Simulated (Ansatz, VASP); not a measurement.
ZrB in VASP and in Ansatz

```xyz
2
Lattice="0.0000 2.4190 2.4190 2.4190 0.0000 2.4190 2.4190 2.4190 0.0000" Properties=species:S:1:pos:R:3 pbc="T T T"
Zr    2.4190    2.4190    2.4190
B     0.0000    0.0000    0.0000
```

Alike in both runs: task single point; functional PBE; k mesh 12 × 12 × 12; occupations gaussian, width 0.05 eV; no spin polarisation.

|  | VASP | Ansatz |
| --- | --- | --- |
| version | VASP 6.6.1 | Ansatz 0.2.0 |
| potentials or method | VASP PAW PBE potentials, release 64 (Zr_sv, B), cutoff 520 eV | scalar-relativistic, plane waves, PAW |
| valence electrons in the cell | 15 | 15 |

```csv
,VASP,Ansatz,Ansatz less VASP
gap on the k mesh at the Fermi level (eV),none,none,-
pressure (GPa),7.2,7.1,-0.12
```

A gap of «none» marks a metal or a gap that the smearing closes.
